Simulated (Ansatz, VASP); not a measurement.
# P: VASP beside Ansatz

```
CELL_PARAMETERS angstrom
2.68264 0.00000 0.00000
0.00000 2.66877 0.00000
-0.06665 0.00000 5.33805
ATOMIC_POSITIONS crystal
P 0.45575 0.00000 0.25042
P 0.54425 0.00000 0.74958
```

Alike in both runs: task single point; functional PBE; k mesh 6 × 6 × 4; occupations gaussian, width 0.1 eV; no spin polarisation.

|  | VASP | Ansatz |
| --- | --- | --- |
| version | VASP 6.6.1 | Ansatz 0.2.0 |
| potentials or method | VASP PAW PBE potentials, release 64 (P), cutoff 520 eV | scalar-relativistic, plane waves, PAW |
| valence electrons in the cell | 10 | 10 |

```csv
,VASP,Ansatz,Ansatz less VASP
gap on the k mesh at the Fermi level (eV),none,none,-
pressure (GPa),-15.3,-15.2,+0.08
"traceless stress, the component that is largest in VASP (GPa)",5.01,5.00,-0.007
rms of the force components (eV/Å),0.166,0.166,-0.0002
```

Atom by atom the forces differ by 0.001 eV/Å (rms over components). A gap of «none» marks a metal or a gap that the smearing closes.

The k mesh is coarse, so the values compare programs but aren't converged.
